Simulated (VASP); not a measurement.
Input of a VASP 6.6.1 run:

INCAR

```
SYSTEM = P
PREC     = Accurate       ! precision mode
ENCUT    = 520            ! plane-wave cutoff, eV
EDIFF    = 1E-8           ! SCF threshold, eV
ISMEAR   = -1             ! smearing method
SIGMA    = 0.05           ! smearing width, eV
LREAL    = .False.        ! projectors in reciprocal space
LASPH    = .True.         ! aspherical terms in the spheres
NELM     = 80             ! most SCF steps
ALGO     = Normal         ! electronic algorithm
ISIF     = 2              ! what is computed and relaxed
LWAVE    = .False.        ! write WAVECAR
LCHARG   = .False.        ! write CHGCAR
GGA      = PE             ! functional
LEFG     = .True.       
NBANDS   = 18             ! bands
```

File KPOINTS:

```
Automatic mesh
0
Gamma
  9 9 6
  0 0 0
```

File POSCAR:

```
P
1.0
    1.6550000000     -5.2500000000      0.0000000000
    1.6550000000      5.2500000000      0.0000000000
    0.0000000000      0.0000000000      4.3800000000
P
4
Direct
    0.1021968657      0.8978031343      0.9203479737
    0.6021968657      0.3978031343      0.5796520263
    0.8978031343      0.1021968657      0.0796520263
    0.3978031343      0.6021968657      0.4203479737
```

Potentials or basis: VASP PAW PBE potentials, release 64 (P).

Launch:

```sh
$ cat potpaw_PBE.64/P/POTCAR > POTCAR
$ mpirun -np 1 vasp_std > vasp.out
```

**Question.** What does it give for the largest force?

**Answer.** 0.064 eV/Å.

**Question.** Estimate the pressure.

**Answer.** 1.3 GPa.

**Question.** What does it give for the band gap on the k mesh?

**Answer.** Zero (filled and empty bands touch).

Stress tensor (GPa, compression positive):
```
1.29 0.00 0.00
0.00 1.44 0.00
0.00 0.00 1.07
```

Caveat: without QUAD_EFG the Cq values of the log hold for a quadrupole moment of 1 mb, not for the nuclei.
